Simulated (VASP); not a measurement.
A run of VASP 6.6.1 is set up as follows.

The input INCAR:

```
SYSTEM = FeO
ALGO = Normal ; EDIFF = 1E-6
ENCUT = 520 ; GGA = RE
ISIF = 2 ; ISMEAR = -1
ISPIN = 2 ; LASPH = .TRUE.
LCHARG = .TRUE. ; LELF = .TRUE.
LMAXMIX = 4 ; LORBIT = 11
LREAL = .FALSE. ; LVHAR = .TRUE.
LWAVE = .FALSE. ; MAGMOM = 3 0
NBANDS = 18 ; NELM = 150
PREC = Accurate ; SIGMA = 0.05
```

File KPOINTS:

```
k-points
0
G
  11 11 11
  0 0 0
```

File POSCAR:

```
FeO
1.0
    0.0000000000      2.1696745882      2.1696745882
    2.1696745882      0.0000000000      2.1696745882
    2.1696745882      2.1696745882      0.0000000000
Fe O
1 1
Direct
    0.0000000000      0.0000000000      0.0000000000
    0.5000000000      0.5000000000      0.5000000000
```

Potentials or basis: VASP PAW PBE potentials, release 64 (Fe, O).

Command:

```console
$ cat potpaw_PBE.64/Fe/POTCAR potpaw_PBE.64/O/POTCAR > POTCAR
$ mpirun -np 1 vasp_std > vasp.out
```

(1) Predict the site moments.

(2) Predict the net moment.

(3) Predict the band gap on the k mesh.

(4) Predict the pressure.

Results:

(1) Fe +3.63; O +0.30 μB.

(2) 4.00 μB per cell.

(3) zero (filled and empty bands overlap).

(4) 0.3 GPa.

Caveat: the PAW data sets were made with another functional, which shifts forces and pressure a little; a cell with one magnetic atom can't hold antiferromagnetic order, which such compounds often take; semilocal functionals often make such compounds metallic where correlation or magnetic order opens a gap, which also shifts bond lengths.

**Experimental background.**

From “W\"ustite: Electric, thermodynamic and optical properties of FeO”, 2012, arxiv:1203.1201, for a bulk crystal of FeO: band gap 2.4 eV (optical).

Measured gap of FeO: 2.4 eV (optical; quoted in “W\"ustite: Electric, thermodynamic and optical properties of FeO”, 2012, arxiv:1203.1201). This calculation gives 0.00 eV (-2.40 eV). So large a miss can be the level of theory's own, or it may mean another phase, state or a wrong row. The value is that of revPBE on a finite k mesh, which can miss the band edges, without temperature or zero-point motion. Semilocal functionals fall short of measured gaps as a rule. The run's magnetic order (collinear spin, ferromagnetic start) needn't be the measured crystal's.
